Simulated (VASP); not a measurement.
# Mg (Fm-3m) in VASP: notebook

Runs on Mg. Level: LDA. Tasks: relaxation of cell and atoms.

Everything below comes from runs of VASP 6.6.1. Logs are shortened: lines on timing, memory, paths and dates and some standing lists are left out, and cuts for length are marked.

**1. The cell of the first run**

It takes space group Fm-3m (No. 225, cubic). The conventional cell has a = 4.131 Å, b = 4.131 Å, c = 4.131 Å, α = 90.00°, β = 90.00°, γ = 90.00°. Mg (site symmetry m-3m) has 12 Mg at 2.92 Å within 3.8 Å.

This isn't the form of Mg at room conditions, which is hcp.

**2. Relaxation of cell and atoms, LDA, target pressure 12 GPa, at which the enthalpy is minimised**

Contents of INCAR:

```
ALGO = Normal
EDIFF = 1E-6
EDIFFG = -0.005
ENCUT = 600
IBRION = 2
ISIF = 3
ISMEAR = -1
LASPH = True
LCHARG = False
LREAL = False
LWAVE = False
NELM = 80
NSW = 60
PREC = Accurate
PSTRESS = 120.0
SIGMA = 0.1
```

Contents of KPOINTS:

```
k-points
0
Gamma
  16 16 16
```

Contents of POSCAR:

```
Mg
1.0
    0.0000000000      2.0654979698      2.0654979698
    2.0654979698      0.0000000000      2.0654979698
    2.0654979698      2.0654979698      0.0000000000
Mg
1
Direct
    0.0000000000      0.0000000000      0.0000000000
```

Potentials or basis: VASP PAW LDA potentials, release 64 (Mg).

Command:

```sh
cat potpaw_LDA.64/Mg/POTCAR > POTCAR
mpirun -np 1 vasp_std > vasp.out
```

OUTCAR:

```text
EDIFF = 1E-6
   EDIFFG = -0.005
   ENCUT = 600
   IBRION = 2
   ISIF = 3
   ISMEAR = -1
   LASPH = True
   LREAL = False
   NELM = 80
   NSW = 60
   PREC = Accurate
   PSTRESS = 120.0

 ion  position               nearest neighbor table
   1  0.000  0.000  0.000-

  LATTYP: Found a face centered cubic cell.
 ALAT       =     4.1309959396

  Lattice vectors:

 A1 = (   0.0000000000,   2.0654979698,   2.0654979698)
 A2 = (   2.0654979698,   0.0000000000,   2.0654979698)
 A3 = (   2.0654979698,   2.0654979698,   0.0000000000)

Analysis of symmetry for initial positions (statically):
=====================================================================
 Subroutine PRICEL returns:
 Original cell was already a primitive cell.

 Routine SETGRP: Setting up the symmetry group for a
 face centered cubic supercell.

 Subroutine GETGRP returns: Found 48 space group operations
 (whereof 48 operations were pure point group operations)
 out of a pool of 48 trial point group operations.

The static configuration has the point symmetry O_h .

Analysis of symmetry for dynamics (positions and initial velocities):
=====================================================================
 Subroutine PRICEL returns:
 Original cell was already a primitive cell.

 Routine SETGRP: Setting up the symmetry group for a
 face centered cubic supercell.

 Subroutine GETGRP returns: Found 48 space group operations
 (whereof 48 operations were pure point group operations)
 out of a pool of 48 trial point group operations.

The dynamic configuration has the point symmetry O_h .

 Subroutine INISYM returns: Found 48 space group operations
 (whereof 48 operations are pure point group operations),
 and found     1 'primitive' translations

----------------------------------------------------------------------------------------

                                     Primitive cell

  volume of cell :      17.6240

  direct lattice vectors                    reciprocal lattice vectors
     0.000000000  2.065497970  2.065497970    -0.242072375  0.242072375  0.242072375
     2.065497970  0.000000000  2.065497970     0.242072375 -0.242072375  0.242072375
     2.065497970  2.065497970  0.000000000     0.242072375  0.242072375 -0.242072375

  length of vectors
     2.921055242  2.921055242  2.921055242     0.419281653  0.419281653  0.419281653

  position of ions in fractional coordinates (direct lattice)
     0.000000000  0.000000000  0.000000000

  ion indices of the primitive-cell ions
   primitive index   ion index
                 1           1

----------------------------------------------------------------------------------------

 KPOINTS: k-points

Automatic generation of k-mesh.
 Grid dimensions read from file:
 generate k-points for:   16   16   16

 Generating k-lattice:

  Cartesian coordinates                     Fractional coordinates (reciprocal lattice)
    -0.015129523  0.015129523  0.015129523     0.062500000  0.000000000  0.000000000
     0.015129523 -0.015129523  0.015129523     0.000000000  0.062500000  0.000000000
     0.015129523  0.015129523 -0.015129523     0.000000000  0.000000000  0.062500000

  Length of vectors
     0.026205103  0.026205103  0.026205103

  Shift w.r.t. Gamma in fractional coordinates (k-lattice)
     0.000000000  0.000000000  0.000000000

 Subroutine IBZKPT returns following result:
 ===========================================

 Found    145 irreducible k-points:

 Following reciprocal coordinates:
            Coordinates               Weight
  0.000000  0.000000  0.000000      1.000000
  0.062500  0.000000  0.000000      8.000000
  0.125000  0.000000  0.000000      8.000000
  0.187500  0.000000  0.000000      8.000000
  0.250000  0.000000  0.000000      8.000000
  0.312500  0.000000  0.000000      8.000000
[... 16 lines left out ...]
 -0.125000  0.062500  0.000000     24.000000
 -0.062500  0.062500  0.000000     12.000000
 [... further k-points ...]
   k-points           NKPTS =    145   k-points in BZ     NKDIM =    145   number of bands    NBANDS=      5
   number of dos      NEDOS =    301   number of ions     NIONS =      1
   total plane-waves  NPLWV =  13824
   dimension x,y,z NGX =    24 NGY =   24 NGZ =   24
   dimension x,y,z NGXF=    48 NGYF=   48 NGZF=   48
   ions per type =               1
   NGX,Y,Z   is equivalent  to a cutoff of  13.66, 13.66, 13.66 a.u.
   NGXF,Y,Z  is equivalent  to a cutoff of  27.32, 27.32, 27.32 a.u.
 SYSTEM =  unknown system
   PREC   = accura    normal or accurate (medium, high low for compatibility)
   ISTART =      0    job   : 0-new  1-cont  2-samecut
   ICHARG =      2    charge: 1-file 2-atom 10-const
   ISPIN  =      1    spin polarized calculation?
   LNONCOLLINEAR =      F non collinear calculations
   LSORBIT =      F    spin-orbit coupling
   LASPH  =      T    aspherical Exc in radial PAW
   ENCUT  =  600.0 eV  44.10 Ry    6.64 a.u.   5.83  5.83  5.83*2*pi/ulx,y,z
   NELM   =     80;   NELMIN=  2; NELMDL= -5     # of ELM steps
   EDIFF  = 0.1E-05   stopping-criterion for ELM
   LREAL  =      F    real-space projection
   EDIFFG = -.5E-02   stopping-criterion for IOM
   NSW    =     60    number of steps for IOM
   IBRION =      2    ionic relax: 0-MD 1-quasi-New 2-CG
   NFREE  =      1    steps in history (QN), initial steepest desc. (CG)
   ISIF   =      3    stress and relaxation
   ISYM   =      2    0-nonsym 1-usesym 2-fastsym
   POTIM  = 0.5000    time-step for ionic-motion
   TEBEG  =    0.0;   TEEND  =   0.0 temperature during run
   PSTRESS=  120.0 pullay stress
   NELECT =       2.0000    total number of electrons
   NUPDOWN=      -1.0000    fix difference up-down
   EMIN   =  10.00;   EMAX   =-10.00  energy-range for DOS
   EFERMI =   0.00;   METHOD = LEGACY
   ISMEAR =    -1;   SIGMA  =   0.10  broadening in eV -4-tet -1-fermi 0-gaus
   EFERMI_NEDOS =   21; number of points for ismear=-14 and -15
   IALGO  =     38    algorithm
   IMIX   =      4    mixing-type and parameters
     AMIX     =   0.40;   BMIX     =  1.00
     AMIX_MAG =   1.60;   BMIX_MAG =  1.00
  volume/ion in A,a.u.               =      17.62       118.93
  Fermi-wavevector in a.u.,A,eV,Ry     =   0.792593  1.497783  8.547223  0.628203
  Thomas-Fermi vector in A             =   1.898362
   LORBIT       =      0    0 simple, 1 ext, 2 COOP (PROOUT), +10 PAW based schemes
   GGA     = CA    functional components
   LHFCALC =     F    Hartree Fock is set to
   AEXX    =    0.0000 exact exchange contribution
   IVDW    =     0    specifies the selected vdW correction
   LEPSILON=     F    determine dielectric tensor
   LRPA    =     F    only Hartree local field effects (RPA)
 conjugate gradient relaxation of ions
 non-spin polarized calculation
  energy-cutoff  :      600.00
  volume of cell :       17.62
 maximum number of plane-waves:       609
   NGX = 11   NGY = 11   NGZ = 11

--------------------------------------- Ionic step        1  -------------------------------------------

 number of electron       2.0000000 magnetization

 Free energy of the ion-electron system (eV)
  ---------------------------------------------------
  ext. energy  EPLUGINS =         0.00000000
  ---------------------------------------------------
  free energy    TOTEN  =        -1.67454796 eV

  energy without entropy =       -1.66104599  energy(sigma->0) =       -1.66779697

------------------------ aborting loop because EDIFF is reached ----------------------------------------

  FORCE on cell =-STRESS in cart. coord.  units (eV):
  Direction    XX          YY          ZZ          XY          YZ          ZX
  --------------------------------------------------------------------------------------
  -------------------------------------------------------------------------------------
  Total        1.3418009      1.3418009      1.3418009     -0.0000000      0.0000000     -0.0000000
  in kB      121.9816083    121.9816083    121.9816083     -0.0000000      0.0000000     -0.0000000
  external PRESSURE =       1.9816083 kB  Pullay stress =     120.0000000 kB

 VOLUME and BASIS-vectors are now :
 -----------------------------------------------------------------------------
  energy-cutoff  :      600.00
  volume of cell :       17.62
      direct lattice vectors                 reciprocal lattice vectors
     0.000000000  2.065497970  2.065497970    -0.242072375  0.242072375  0.242072375
     2.065497970  0.000000000  2.065497970     0.242072375 -0.242072375  0.242072375
     2.065497970  2.065497970  0.000000000     0.242072375  0.242072375 -0.242072375
[... 44 lines left out ...]
  FREE ENERGIE OF THE ION-ELECTRON SYSTEM (eV)
  ---------------------------------------------------
  free  energy   TOTEN  =        -1.6787396257 eV

  energy  without entropy=       -1.6652089914  energy(sigma->0) =       -1.67197431

  enthalpy is  TOTEN    =        -0.3545677968 eV   P V=        1.3241718289

--------------------------------------- Ionic step        3  -------------------------------------------

 number of electron       2.0000000 magnetization

 Free energy of the ion-electron system (eV)
  ---------------------------------------------------
  ext. energy  EPLUGINS =         0.00000000
  ---------------------------------------------------
  free energy    TOTEN  =        -1.67774419 eV

  energy without entropy =       -1.66422065  energy(sigma->0) =       -1.67098242

 E-fermi :   3.9527     XC(G=0):  -9.5667

 val. band max:        3.9320500875   @ k =   0.4375   0.0000   0.0000
 cond. band min:       3.9763555707   @ k =  -0.3750   0.1875   0.0625
 fundamental gap:      0.0443054831
 Fermi energy:         3.9527165231

 k-point     1 :       0.0000    0.0000    0.0000
  band No.  band energies     occupation
      1      -4.1371      2.00000
      2      17.9660      0.00000
      3      17.9660      0.00000
      4      17.9660      0.00000
      5      20.8579      0.00000

 k-point     2 :       0.0625    0.0000    0.0000
  band No.  band energies     occupation
      1      -4.0337      2.00000
      2      16.5180      0.00000
      3      17.8269      0.00000
      4      17.8269      0.00000
      5      20.9691      0.00000

 k-point     3 :       0.1250    0.0000    0.0000
  band No.  band energies     occupation
      1      -3.7241      2.00000
      2      14.2257      0.00000
      3      17.5196      0.00000
      4      17.5196      0.00000
      5      20.5933      0.00000
[... 153 lines left out ...]
 k-point    23 :      -0.1250    0.0625    0.0000
  band No.  band energies     occupation
      1      -3.4843      2.00000
      2      13.4247      0.00000
      3      15.8123      0.00000
      4      18.3352      0.00000
      5      21.1703      0.00000

 k-point    24 :      -0.0625    0.0625    0.0000
  band No.  band energies     occupation
      1      -3.8615      2.00000
      2      15.4392      0.00000
      3      16.5912      0.00000
      4      18.2338      0.00000
      5      21.3643      0.00000

 [... further k-points ...]

------------------------ aborting loop because EDIFF is reached ----------------------------------------

  FORCE on cell =-STRESS in cart. coord.  units (eV):
  Direction    XX          YY          ZZ          XY          YZ          ZX
  --------------------------------------------------------------------------------------
  -------------------------------------------------------------------------------------
  Total        1.3227683      1.3227683      1.3227683      0.0000000      0.0000000      0.0000000
  in kB      119.9632180    119.9632180    119.9632180      0.0000000      0.0000000      0.0000000
  external PRESSURE =      -0.0367820 kB  Pullay stress =     120.0000000 kB

 VOLUME and BASIS-vectors are now :
 -----------------------------------------------------------------------------
  energy-cutoff  :      600.00
  volume of cell :       17.67
      direct lattice vectors                 reciprocal lattice vectors
    -0.000000000  2.067150469  2.067150469    -0.241878861  0.241878861  0.241878861
     2.067150469 -0.000000000  2.067150469     0.241878861 -0.241878861  0.241878861
     2.067150469  2.067150469 -0.000000000     0.241878861  0.241878861 -0.241878861

 POSITION                                       TOTAL-FORCE (eV/Angst)
 -----------------------------------------------------------------------------------
      0.00000      0.00000      0.00000        -0.000000     -0.000000     -0.000000
 -----------------------------------------------------------------------------------
    total drift:                               -0.000000      0.000000      0.000000

  FREE ENERGIE OF THE ION-ELECTRON SYSTEM (eV)
  ---------------------------------------------------
  free  energy   TOTEN  =        -1.6777441903 eV

  energy  without entropy=       -1.6642206511  energy(sigma->0) =       -1.67098242

  enthalpy is  TOTEN    =        -0.3545702766 eV   P V=        1.3231739136

 reached required accuracy - stopping structural energy minimisation
```

Run time: 8 s. Hardware: 1 thread of AMD EPYC 9R45 (Zen 5), shared host; peak memory 0.11 GiB.

Results:

```
Free energy                                                : -1.6777 eV
Relaxed volume                                             : 17.67 Å³/atom
Relaxed cell                                               : a = 2.923 Å, b = 2.923 Å, c = 2.923 Å, α = 60.00°, β = 60.00°, γ = 60.00°
Space group after relaxing (to 0.1 Å)                      : Fm-3m (No. 225)
Energy change on relaxing (the run minimises the enthalpy) : -3.2 meV/atom
Ionic steps                                                : 3
Pressure after relaxing                                    : 12.0 GPa
Band gap on the k mesh                                     : zero (bands 1 and 2 overlap by 2.92 eV)
```

Step by step:
| step | energy change (eV) | largest force (eV/Å) | pressure (GPa) | volume (Å³) |
| --- | --- | --- | --- | --- |
| 1 | 0.0000 | 0.0000 | 12.20 | 17.62 |
| 2 | -0.0042 | 0.0000 | 11.94 | 17.68 |
| 3 | -0.0032 | 0.0000 | 12.00 | 17.67 |

Final structure:
```yaml
crystal:
  lattice:
    - [0.00000, 2.06715, 2.06715]
    - [2.06715, 0.00000, 2.06715]
    - [2.06715, 2.06715, 0.00000]
  atoms:
    - { symbol: Mg, position: [0.00000, 0.00000, 0.00000] }
```

Levels at points of the mesh, in eV from the Fermi level:
```
           k point  band 1  band 2  band 3  band 4
(0.00, 0.00, 0.00)   -8.09   14.01   14.01   14.01
(0.50, 0.00, 0.00)   -2.10   -1.29   12.72   12.72
(0.50, 0.50, 0.00)   -0.26    0.92    6.60    8.41
```

Caveat: the cell is relaxed towards a set pressure, so the run minimises the enthalpy, not the energy.

**3. Relaxation of cell and atoms, LDA, target pressure 12 GPa, at which the enthalpy is minimised**

This run uses another cell than the first one, of 17.73 Å³/atom.

Contents of INCAR:

```
  PREC = Accurate
  ENCUT = 600
  EDIFF = 1E-6
  ISMEAR = -1
  SIGMA = 0.1
  LREAL = False
  LASPH = True
  NELM = 60
  ALGO = Normal
  ISIF = 3
  LWAVE = False
  LCHARG = False
  GGA = CA
  IBRION = 2
  NSW = 32
  EDIFFG = -0.005
  PSTRESS = 120.0
```

Contents of KPOINTS:

```
Automatic mesh
0
Gamma
  16 16 16
```

Contents of POSCAR:

```
Mg
1.0
    0.0000000000      2.0695442590      2.0695442590
    2.0695442590      0.0000000000      2.0695442590
    2.0695442590      2.0695442590      0.0000000000
Mg
1
Direct
    0.0000000000      0.0000000000      0.0000000000
```

Potentials or basis: VASP PAW LDA potentials, release 64 (Mg).

Command:

```sh
cat potpaw_LDA.64/Mg/POTCAR > POTCAR
mpirun -np 1 vasp_std > vasp.out
```

Wall time 8.6 s (1 thread of AMD EPYC 9R45 (Zen 5), shared host); peak memory 0.11 GiB.

The run converged. Its results:

```
Free energy                                                : -1.6777 eV
Relaxed volume                                             : 17.67 Å³/atom
Relaxed cell                                               : a = 2.923 Å, b = 2.923 Å, c = 2.923 Å, α = 60.00°, β = 60.00°, γ = 60.00°
Space group after relaxing (to 0.1 Å)                      : Fm-3m (No. 225)
Energy change on relaxing (the run minimises the enthalpy) : +4.6 meV/atom
Ionic steps                                                : 3
Pressure after relaxing                                    : 12.0 GPa
Band gap on the k mesh                                     : zero (bands 1 and 2 overlap by 2.92 eV)
```

Step by step:
| step | energy change (eV) | largest force (eV/Å) | pressure (GPa) | volume (Å³) |
| --- | --- | --- | --- | --- |
| 1 | 0.0000 | 0.0000 | 11.71 | 17.73 |
| 2 | 0.0061 | 0.0000 | 12.09 | 17.65 |
| 3 | 0.0046 | 0.0000 | 12.00 | 17.67 |

Final structure:
```cif
data_structure
_symmetry_space_group_name_H-M 'P 1'
_symmetry_Int_Tables_number 1
_cell_length_a 2.9234
_cell_length_b 2.9234
_cell_length_c 2.9234
_cell_angle_alpha 60.000
_cell_angle_beta 60.000
_cell_angle_gamma 60.000
_cell_volume 17.67
loop_
_atom_site_label
_atom_site_type_symbol
_atom_site_fract_x
_atom_site_fract_y
_atom_site_fract_z
_atom_site_occupancy
Mg1 Mg 0.00000 0.00000 0.00000 1
```

Levels at points of the mesh, in eV from the Fermi level:
| k point | band 1 | band 2 | band 3 | band 4 |
| --- | --- | --- | --- | --- |
| (0.00, 0.00, 0.00) | -8.09 | 14.01 | 14.01 | 14.01 |
| (0.50, 0.00, 0.00) | -2.10 | -1.29 | 12.72 | 12.72 |
| (0.50, 0.50, 0.00) | -0.26 | 0.92 | 6.60 | 8.41 |

Caveat: the cell is relaxed towards a set pressure, so the run minimises the enthalpy, not the energy.

The gap in the log of VASP goes by the Fermi energy; the results here count the filled bands.